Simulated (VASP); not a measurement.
# H22CO11 in VASP: further runs, part 2 of 3

VASP 6.6.1. Earlier steps stand in the parts before.

## 3. Single point, LDA

The input, INCAR:

```
PREC = Accurate
ENCUT = 520
EDIFF = 1E-6
ISMEAR = -1
SIGMA = 0.05
LREAL = Auto
LASPH = T
NELM = 80
ALGO = Normal
ISIF = 2
LWAVE = F
LCHARG = F
GGA = CA
NBANDS = 69
```

The input, KPOINTS:

```
regular mesh
0
Gamma
  1 1 1
```

The input, POSCAR:

```
H22CO11
1.0
    6.6099640000      0.0000000000      0.0000000000
    0.0000000000      6.6099640000      0.0000000000
    0.0000000000      0.0000000000      6.6099640000
O H C
11 22 1
Direct
    0.4818483126      0.6969175626      0.5788533795
    0.2046909786      0.1941160345     -0.0999097726
    1.0354368042      0.4295938677      0.1483820487
    0.8534539674      0.5806385632      0.4765532762
    0.8725160984      0.2364460684      0.6961157428
    0.3852214626      0.2651905517      0.4402293265
    0.5942997572      0.9586739050      0.3127702360
    0.0300001634      0.0581848857      0.3779899558
    0.4954489919      0.3550548838      0.7722734950
    0.2320284952      0.7378406297      0.2920590793
    0.9119414266      0.8871152702      1.0241961983
    0.4840873566      0.5786718354      0.6800490895
    0.3651154530      0.6753743288      0.4818785700
    0.3450094433      0.2674749817     -0.1325725828
    0.2170359778      0.0546750330     -0.0443421477
    1.1233041511      0.3530125126      0.0500002723
    1.0005803360      0.3129517801      0.2420890643
    0.9043770889      0.5483690985      0.3399413370
    0.6992171213      0.5938610256      0.4772945813
    0.8779170356      0.3762501581      0.6303816481
    0.9970099686      0.2110601510      0.7739225206
    0.4772945813      0.1632535366      0.3785497168
    0.2519983467      0.1949632403      0.4237541990
    0.5896552538      0.8637112093      0.4371128194
    0.7255864026      0.9396117740      0.2405459394
   -0.0483209893      0.0799247923      0.5085050388
    0.0818461341     -0.0855072736      0.3643590192
    0.6290351960      0.3033753285      0.7988848351
    0.4348132607      0.3162195740      0.6224390935
    0.1648269189      0.6193679724      0.2258559956
    0.3445253257      0.8058742831      0.2244490288
    0.6303513907      0.8287488404      0.9254513338
    0.8435598136      0.6478401395      0.8499441147
    0.7941495597      0.7848000382      0.9331367009
```

Potentials or basis: VASP PAW LDA potentials, release 64 (O, H, C).

On the command line:

```bash
$ cat potpaw_LDA.64/O/POTCAR potpaw_LDA.64/H/POTCAR potpaw_LDA.64/C/POTCAR > POTCAR
$ mpirun -np 1 vasp_gam > vasp.out
```

OUTCAR:

```text
PREC = Accurate
   ENCUT = 520
   EDIFF = 1E-6
   ISMEAR = -1
   LREAL = Auto
   LASPH = T
   NELM = 80
   ISIF = 2
   GGA = CA

 ion  position               nearest neighbor table
   1  0.482  0.697  0.579-  13 1.01  12 1.03
   2  0.205  0.194  0.900-  15 1.00  14 1.07
   3  0.035  0.430  0.148-  16 1.01  17 1.02
   4  0.853  0.581  0.477-  18 0.99  19 1.02
   5  0.873  0.236  0.696-  21 0.98  20 1.02
   6  0.385  0.265  0.440-  22 1.00  23 1.00  29 1.29
   7  0.594  0.959  0.313-  25 1.00  24 1.03
   8  0.030  0.058  0.378-  27 1.01  26 1.02
   9  0.495  0.355  0.772-  28 0.96  29 1.10  14 1.31
  10  0.232  0.738  0.292-  31 0.98  30 1.00
  11  0.912  0.887  0.024-  34 1.19
  12  0.484  0.579  0.680-   1 1.03
  13  0.365  0.675  0.482-   1 1.01
  14  0.345  0.267  0.867-   2 1.07   9 1.31
  15  0.217  0.055  0.956-   2 1.00
  16  0.123  0.353  0.050-   3 1.01
  17  0.001  0.313  0.242-   3 1.02
  18  0.904  0.548  0.340-   4 0.99
  19  0.699  0.594  0.477-   4 1.02
  20  0.878  0.376  0.630-   5 1.02
  21  0.997  0.211  0.774-   5 0.98
  22  0.477  0.163  0.379-   6 1.00
  23  0.252  0.195  0.424-   6 1.00
  24  0.590  0.864  0.437-   7 1.03
[... 241 lines left out ...]
 k-point     1 :       0.0000    0.0000    0.0000
  band No.  band energies     occupation
      1     -23.3440      2.00000
      2     -22.1356      2.00000
      3     -21.6771      2.00000
      4     -21.3756      2.00000
      5     -21.0311      2.00000
      6     -20.9772      2.00000
[... 50 lines left out ...]
     57       6.7852      0.00000
     58       7.1241      0.00000
 [bands above 58 left out]

------------------------ aborting loop because EDIFF is reached ----------------------------------------

  FORCE on cell =-STRESS in cart. coord.  units (eV):
  Direction    XX          YY          ZZ          XY          YZ          ZX
  --------------------------------------------------------------------------------------
  -------------------------------------------------------------------------------------
  Total        4.1087059     -1.8124304      2.5872615     -0.2524223      3.6436380      1.0412087
  in kB       22.7938851    -10.0548279     14.3533615     -1.4003645     20.2138260      5.7763178
  external PRESSURE =       9.0308062 kB  Pullay stress =       0.0000000 kB

 VOLUME and BASIS-vectors are now :
 -----------------------------------------------------------------------------
  energy-cutoff  :      520.00
  volume of cell :      288.80
      direct lattice vectors                 reciprocal lattice vectors
     6.609964000  0.000000000  0.000000000     0.151286754  0.000000000  0.000000000
     0.000000000  6.609964000  0.000000000     0.000000000  0.151286754  0.000000000
     0.000000000  0.000000000  6.609964000     0.000000000  0.000000000  0.151286754

 POSITION                                       TOTAL-FORCE (eV/Angst)
 -----------------------------------------------------------------------------------
      3.18500      4.60660      3.82620         0.306048     -0.525970      0.505267
      1.35300      1.28310      5.94956        -0.585067     -0.953765      0.837762
      0.23424      2.83960      0.98080        -0.595774     -0.147482      1.263426
      5.64130      3.83800      3.15000        -0.801839     -0.160387      0.441568
      5.76730      1.56290      4.60130        -1.141537      0.397791     -0.559300
      2.54630      1.75290      2.90990        -0.675532      0.258700     -0.403621
[... 26 lines left out ...]
      5.57590      4.28220      5.61810        -0.023152     -0.238801     -0.194347
      5.24930      5.18750      6.16800        -1.016677     -0.726706     -1.035251
 -----------------------------------------------------------------------------------
    total drift:                               -0.025507     -0.001301      0.003570

  FREE ENERGIE OF THE ION-ELECTRON SYSTEM (eV)
  ---------------------------------------------------
  free  energy   TOTEN  =      -179.8426590030 eV

  energy  without entropy=     -179.8426590029  energy(sigma->0) =     -179.84265900
```

OSZICAR:

```text
N       E                     dE             d eps       ncg     rms          rms(c)
DAV:   1     0.704743481489E+03    0.70474E+03   -0.52132E+04   138   0.126E+03
DAV:   2    -0.127878184084E+03   -0.83262E+03   -0.79199E+03   167   0.310E+02
DAV:   3    -0.195533280936E+03   -0.67655E+02   -0.67240E+02   172   0.942E+01
DAV:   4    -0.196518964513E+03   -0.98568E+00   -0.98386E+00   172   0.125E+01
DAV:   5    -0.196534486896E+03   -0.15522E-01   -0.15514E-01   180   0.151E+00    0.243E+01
DAV:   6    -0.180953737578E+03    0.15581E+02   -0.46216E+01   156   0.257E+01    0.904E+00
DAV:   7    -0.180228291875E+03    0.72545E+00   -0.22088E+00   164   0.524E+00    0.550E+00
DAV:   8    -0.179852796637E+03    0.37550E+00   -0.57891E-01   164   0.323E+00    0.831E-01
DAV:   9    -0.179838560323E+03    0.14236E-01   -0.42361E-02   180   0.103E+00    0.340E-01
DAV:  10    -0.179841412979E+03   -0.28527E-02   -0.18122E-02   164   0.599E-01    0.209E-01
DAV:  11    -0.179841915480E+03   -0.50250E-03   -0.37608E-03   156   0.306E-01    0.888E-02
DAV:  12    -0.179842557918E+03   -0.64244E-03   -0.87723E-04   148   0.124E-01    0.376E-02
DAV:  13    -0.179842640048E+03   -0.82130E-04   -0.17798E-04   164   0.759E-02    0.168E-02
DAV:  14    -0.179842655288E+03   -0.15240E-04   -0.36679E-05   156   0.254E-02    0.121E-02
DAV:  15    -0.179842658288E+03   -0.29998E-05   -0.11299E-05   164   0.170E-02    0.519E-03
DAV:  16    -0.179842659003E+03   -0.71484E-06   -0.40952E-06   148   0.853E-03
   1 F= -.17984266E+03 E0= -.17984266E+03  d E =-.104024E-09
```

Run time: 76 s. Hardware: 1 thread of Intel Xeon 8259CL, shared host; peak memory 0.26 GiB.

Results:

- Free energy: -179.8427 eV
- Pressure: 0.9 GPa
- Largest force: 2.127 eV/Å
- Band gap on the k mesh: 3.58 eV

Forces on the atoms (eV/Å):
```
O    0.306 -0.526  0.505
O   -0.585 -0.954  0.838
O   -0.596 -0.147  1.263
O   -0.802 -0.160  0.442
O   -1.142  0.398 -0.559
O   -0.676  0.259 -0.404
O   -0.054 -0.710  0.182
O   -0.057  0.471  0.660
O   -1.277  1.651  0.411
O   -0.204  0.238  0.898
O    1.019  0.955  0.919
H    0.103  0.427 -0.275
H   -0.077  0.177 -0.023
H    0.230 -0.435 -0.201
H   -0.125  0.852 -0.254
H    0.064 -0.516 -0.597
H    0.323  0.231 -0.470
H   -0.198  0.028 -0.109
H    0.770  0.192 -0.011
H    0.218 -0.466 -0.139
H    0.846  0.218  0.591
H    0.898 -0.452 -0.100
H   -0.723 -0.098  0.085
H    0.005  0.525 -0.655
H   -0.121  0.414  0.380
H    0.245  0.188 -0.435
H    0.013  0.298 -0.171
H    1.631 -0.723 -0.270
H    0.696 -0.632 -0.303
H    0.039 -0.525 -0.590
H    0.393 -0.026 -0.362
H   -0.125 -0.186 -0.016
H   -0.023 -0.239 -0.194
C   -1.017 -0.727 -1.035
```

Caveat: the k points lie up to 0.95 Å⁻¹ apart, too coarse for converged energies, forces and pressures.

## 4. Single point, LDA

The input, INCAR:

```
SYSTEM = H22CO11
ALGO     = Normal         ! electronic algorithm
EDIFF    = 1E-6           ! SCF threshold, eV
ENCUT    = 520            ! plane-wave cutoff, eV
ISIF     = 2              ! what is computed and relaxed
ISMEAR   = -1             ! smearing method
LASPH    = .TRUE.         ! aspherical terms in the spheres
LCHARG   = .FALSE.        ! write CHGCAR
LREAL    = Auto         
LWAVE    = .FALSE.        ! write WAVECAR
NBANDS   = 69             ! bands
NELM     = 80             ! most SCF steps
PREC     = Accurate       ! precision mode
SIGMA    = 0.05           ! smearing width, eV
```

The input, KPOINTS:

```
k-points
0
G
  1 1 1
  0 0 0
```

The input, POSCAR:

```
H22CO11
1.0
    6.6099640000      0.0000000000      0.0000000000
    0.0000000000      6.6099640000      0.0000000000
    0.0000000000      0.0000000000      6.6099640000
O H C
11 22 1
Direct
    0.4734065117      0.6958434267      0.6023633412
    0.2019829457      0.1880040496     -0.1187449735
    1.0495064723      0.4281717722      0.1433744571
    0.8491574236      0.5699879757      0.4361143268
    0.9058445704      0.2490936411      0.6789446962
    0.3915755063      0.2414234026      0.4180960744
    0.6236645162      0.9417297885      0.3020288764
    0.0418610449      0.0876706742      0.3755693677
    0.5182781631      0.3357809513      0.7373565121
    0.2104247466      0.7560555549      0.2789879037
    0.9376450462      0.9066917762      0.9848616422
    0.5016063628      0.5594584176      0.6736345311
    0.3957207634      0.6616677489      0.4795487540
    0.3493513732      0.2223158855     -0.1565666621
    0.1617255404      0.0427990228     -0.0875496447
    1.1291740772      0.3603801776      0.0360062475
    1.0756185662      0.3180501437      0.2411359578
    0.8376445015      0.5160542478      0.3001377920
    0.7102459257      0.6087325135      0.4799269709
    0.9034239823      0.3702743313      0.5837853277
    1.0333944330      0.2442524649      0.7511538641
    0.4778392136      0.1396074169      0.3455086896
    0.2510906262      0.1689116612      0.4096996595
    0.6134980463      0.8788247561      0.4301990147
    0.7531357206      1.0042112181      0.2872784179
   -0.0219819654      0.0989566660      0.5079150204
    0.1011957100     -0.0519064854      0.3414088186
    0.6598976938      0.2781709552      0.7460857578
    0.4507437559      0.2496382734      0.6115464472
    0.1393048434      0.6393832100      0.2158105551
    0.3371274034      0.7853446706      0.2042825044
    0.6827419938      0.7620465104      1.0517152590
    0.8671454186      0.6432864082      0.8523949601
    0.8158743376      0.7710480723      0.9572669382
```

On the command line:

```bash
$ cat potpaw_LDA.64/O/POTCAR potpaw_LDA.64/H/POTCAR potpaw_LDA.64/C/POTCAR > POTCAR
$ mpirun -np 1 vasp_gam > vasp.out
```

Wall time 73 s (1 thread of Intel Xeon 8259CL, shared host); peak memory 0.25 GiB.

The run converged. Its results:

- Free energy: -179.2599 eV
- Pressure: 2.7 GPa
- Largest force: 3.056 eV/Å
- Band gap on the k mesh: 3.43 eV

Forces on the atoms (eV/Å):
```
O    0.983 -0.080 -0.159
O    0.365 -1.012  0.708
O    0.088  0.497  0.259
O   -0.349  0.075  0.932
O   -2.590  0.610 -1.502
O   -0.951 -0.961 -0.589
O   -1.624  0.642 -1.909
O    0.683 -0.553 -1.833
O    0.242 -1.084  0.806
O    1.407  0.971  0.271
O   -0.425  0.336  0.097
H   -0.330  0.008 -0.204
H   -0.659  0.053  0.158
H    0.081 -0.004  0.108
H    0.281  1.012 -0.158
H    0.023 -0.248 -1.214
H   -0.551 -0.207  0.791
H    0.262 -0.294 -0.737
H   -0.087  0.061  0.220
H   -0.128 -0.025  0.218
H    1.535 -0.039  1.142
H    0.370 -0.038  0.099
H    0.229  0.651  0.080
H   -0.189 -1.127  2.217
H    1.836  0.535 -0.181
H   -0.604  0.351  1.444
H   -0.289 -0.245 -0.068
H    0.035  0.380  0.114
H    0.603  1.380 -0.409
H   -0.268 -1.041 -0.315
H   -0.488 -0.041  0.107
H   -1.067 -0.030  0.254
H   -0.816  0.408  0.260
C    2.390 -0.939 -1.007
```

Stress tensor (GPa, compression positive):
```
 2.64 -0.50  0.40
-0.50 -0.52  0.84
 0.40  0.84  5.89
```

Levels at points of the mesh, in eV from the valence-band top:
| k point | band 43 | band 44 | band 45 | band 46 | band 47 | band 48 | band 49 | band 50 |
| --- | --- | --- | --- | --- | --- | --- | --- | --- |
| (0.00, 0.00, 0.00) | -0.71 | -0.70 | -0.42 | 0.00 | 3.43 | 4.52 | 7.14 | 7.36 |

Caveat: the k points lie up to 0.95 Å⁻¹ apart, too coarse for converged energies, forces and pressures.

## 5. Single point, LDA

The input, INCAR:

```
SYSTEM = H22CO11
PREC = Accurate
ENCUT = 520
EDIFF = 1E-6
ISMEAR = -1
SIGMA = 0.05
LREAL = Auto
LASPH = .TRUE.
NELM = 100
ALGO = Normal
ISIF = 2
LWAVE = .FALSE.
LCHARG = .TRUE.
LELF = .TRUE.
LVHAR = .TRUE.
NBANDS = 69
```

The input, KPOINTS:

```
regular mesh
0
G
  1 1 1
  0 0 0
```

The input, POSCAR:

```
H22CO11
1.0
    6.6099640000      0.0000000000      0.0000000000
    0.0000000000      6.6099640000      0.0000000000
    0.0000000000      0.0000000000      6.6099640000
O H C
11 22 1
Direct
    0.4541628366      0.7139827085      0.6124995537
    0.2299709953      0.1682006135     -0.1261126384
    1.0254064924      0.4241324158      0.1013016107
    0.8468124789      0.5821816881      0.4529525426
    0.9203832275      0.2958109908      0.7119705947
    0.4195332985      0.2359619508      0.4169311663
    0.6181274210      0.9501867181      0.3214087096
    0.0150832894      0.1033893679      0.3673696256
    0.5197002586      0.3287461172      0.7030295475
    0.2114686252      0.7628937162      0.2951150717
    0.9523652474      0.8758444070      0.9685680588
    0.6155555461      0.4810918789      0.5208651666
    0.3187006767      0.6541336685      0.4144198062
    0.3386553996      0.2136925405     -0.0083661575
    0.1608178199     -0.0533890956     -0.1170808192
    1.1072072405      0.3211061361      0.0455373131
    1.0385381827      0.2875053480      0.2378832926
    0.7629391022      0.5300936586      0.3421047376
    0.7106241426      0.6621669952      0.5295490263
    0.9673728934      0.3213179376      0.5568411568
    1.1496885611      0.1800312377      0.6293377695
    0.3553120713      0.0894407292      0.3665072911
    0.2395171895      0.1996228724      0.5148288251
    0.6953593091      0.8459804017      0.4191702103
    0.7081430398      1.0534096706      0.3974454324
   -0.0737069067      0.1011351953      0.4924081281
    0.0650986904     -0.2276411793      0.3683681182
    0.6698372336      0.3812123636      0.8706552713
    0.4317270109      0.2854478481      0.5728926814
    0.2249936611      0.6549203596      0.1374288877
    0.3252967792      0.7516531104      0.1903338657
    0.6924546034      0.7432718242      1.1048622958
    0.8180528669      0.6614256901      0.8025005885
    0.8176443926      0.7774021160      0.9618357982
```

On the command line:

```bash
$ cat potpaw_LDA.64/O/POTCAR potpaw_LDA.64/H/POTCAR potpaw_LDA.64/C/POTCAR > POTCAR
$ mpirun -np 1 vasp_gam > vasp.out
```

Run time: 95 s. Hardware: 1 thread of Intel Xeon 8259CL, shared host; peak memory 0.26 GiB.

It converged, with:

- Free energy: -149.0547 eV
- Pressure: -5.0 GPa
- Largest force: 14.191 eV/Å

Forces in eV/Å, atoms in the order of the input:
```
O     0.505  -1.959  -2.980
O     0.883  -2.778   2.399
O    -0.308   0.284   4.105
O    -1.937   1.800   0.598
O     1.600  -0.796  -3.271
O    -4.950  -2.992  -3.798
O     3.091  -1.169   2.713
O    -0.005   0.140   0.216
O     6.113   4.061   4.932
O     0.303  -1.762   1.466
O     9.676   7.930   1.792
H    -1.642  -0.981   3.039
H     1.145   1.513   2.704
H    -1.322  -1.511  -2.628
H     0.363   3.535   0.320
H     1.163  -1.366  -3.281
H    -1.400   1.419  -0.245
H     0.730  -0.195  -1.188
H     0.744  -0.753   0.227
H    -1.547   0.550   3.058
H    -1.331   0.502   1.765
H     2.277   2.455   0.930
H     0.218   0.450  -1.216
H    -2.108   0.771  -2.041
H    -1.452   0.349  -1.652
H     0.663   0.415  -0.433
H    -0.132   0.201  -1.010
H    -1.951  -1.133  -3.830
H     0.224  -0.725   0.268
H    -3.285  -2.812  -0.431
H     2.486   2.694  -0.324
H     1.530   1.002  -2.079
H    -0.946   1.167   2.477
C    -9.400 -10.307  -2.603
```

Stress tensor (GPa, compression positive):
```
-3.56  1.13  2.25
 1.13 -4.38  1.70
 2.25  1.70 -7.03
```

Levels at points of the mesh, in eV from the Fermi level:
```
           k point  band 44  band 45  band 46  band 47  band 48  band 49
(0.00, 0.00, 0.00)    -0.89    -0.66    -0.03     0.03     0.78     2.00
```

Caveat: the k points lie up to 0.95 Å⁻¹ apart, too coarse for converged energies, forces and pressures.

## 6. Single point, LDA

The input, INCAR:

```
SYSTEM = H22CO11
  PREC = Accurate
  ENCUT = 520
  EDIFF = 1E-7
  ISMEAR = -1
  SIGMA = 0.05
  LREAL = Auto
  LASPH = .True.
  NELM = 80
  ALGO = Normal
  ISIF = 2
  LWAVE = .False.
  LCHARG = .False.
  NBANDS = 69
```

The input, KPOINTS:

```
Automatic mesh
0
Gamma
  1 1 1
  0 0 0
```

The input, POSCAR:

```
H22CO11
1.0
    6.6099640000      0.0000000000      0.0000000000
    0.0000000000      6.6099640000      0.0000000000
    0.0000000000      0.0000000000      6.6099640000
O H C
11 22 1
Direct
    0.4338601542      0.7308209243      0.6189292408
    0.2591542102      0.1402125639     -0.1312412594
    0.9982656486      0.4187617361      0.0608929186
    0.8415174425      0.5992165767      0.4734670264
    0.9401715350      0.3464315388      0.7440887726
    0.4432853190      0.2288968593      0.4109704682
    0.6141637080      0.9568282066      0.3464315388
   -0.0148563593      0.1209840175      0.3584588358
    0.5300785299      0.3265070733      0.6720762776
    0.2123007024      0.7678559218      0.3149185079
    0.9794607051      0.8502618169      0.9527434643
    0.7185666972      0.3816359665      0.3847524737
    0.2528001665      0.6624695687      0.3796087240
    0.3371122747      0.1939042331      0.1318766638
    0.1637830403     -0.1144030436     -0.1463548062
    1.0931980870      0.2681406434      0.0140847968
    0.9794153191      0.2709999631      0.2298499659
    0.6887632066      0.5449651466      0.3676570704
    0.7205939397      0.7102913117      0.5857066695
    1.0195819523      0.2765521870      0.5619243917
    1.2359825258      0.0864603801      0.5306988056
    0.2471420419      0.0284721672      0.3835421797
    0.2507426667      0.2677170405      0.6057219071
    0.7580979261      0.8172813044      0.3928765724
    0.6614559474      1.1215946108      0.4994278335
   -0.1226027857      0.1086844043      0.4676576151
    0.0247807704     -0.4133002842      0.3841775840
    0.6566299000      0.4836032390      0.9679175257
    0.4170824531      0.3245403455      0.5379756985
    0.2870817451      0.6420761142      0.0449170374
    0.3311515766      0.7421825595      0.1747664586
    0.7223034800      0.7353292696      1.1358912091
    0.7505638457      0.6972050075      0.7803522077
    0.8066458456      0.7674020615      0.9617450261
```

Potentials or basis: VASP PAW LDA potentials, release 64 (O, H, C).

On the command line:

```bash
$ cat potpaw_LDA.64/O/POTCAR potpaw_LDA.64/H/POTCAR potpaw_LDA.64/C/POTCAR > POTCAR
$ mpirun -np 1 vasp_gam > vasp.out
```

Wall time 1.7 min (1 thread of Intel Xeon 8259CL, shared host); peak memory 0.26 GiB.

It converged, with:

| Quantity | Value |
| --- | --- |
| Free energy | -130.6494 eV |
| Pressure | -13.3 GPa |
| Largest force | 10.014 eV/Å |

Forces on the atoms (eV/Å):
```
O    2.075 -0.360 -0.280
O   -1.031 -1.015  1.879
O    1.574 -3.555  1.919
O   -0.071  0.031 -2.310
O    1.739 -1.225 -3.668
O   -1.755 -1.254 -4.494
O    4.600 -1.557  3.607
O    0.165  2.046 -0.117
O    2.037  1.193  2.326
O   -2.978  7.075 -5.807
O   -1.440 -0.809  0.567
H   -1.059 -0.698  0.189
H    4.257 -6.946  5.824
H   -0.049 -0.449 -1.244
H   -1.112  1.645  0.896
H   -1.095  2.659 -0.764
H   -0.415 -0.055  0.141
H    1.666  0.223  1.043
H   -0.763 -1.057 -0.204
H   -1.101  1.009  3.258
H    0.473  0.214 -0.270
H   -0.199 -0.290  0.552
H   -0.496 -1.030  1.609
H   -2.789  2.900 -1.319
H   -2.102 -2.148 -2.074
H    0.560 -0.157 -1.062
H   -2.765  1.317  0.530
H    0.161 -0.786 -0.706
H    0.139  2.039  0.941
H    0.307 -0.354 -0.327
H   -1.692 -0.003  0.573
H    1.025  1.041 -3.101
H   -0.202  0.903  3.429
C    2.336 -0.546 -1.536
```

Stress tensor (GPa, compression positive):
```
-15.22  -0.67   4.61
 -0.67  -9.72  -3.92
  4.61  -3.92 -15.08
```

Levels at points of the mesh, in eV from the Fermi level:
| k point | band 44 | band 45 | band 46 | band 47 | band 48 | band 49 |
| --- | --- | --- | --- | --- | --- | --- |
| (0.00, 0.00, 0.00) | -0.21 | -0.17 | -0.07 | 0.07 | 0.20 | 0.39 |

Caveat: the k points lie up to 0.95 Å⁻¹ apart, too coarse for converged energies, forces and pressures.

(Continued in part 3 of 3.)
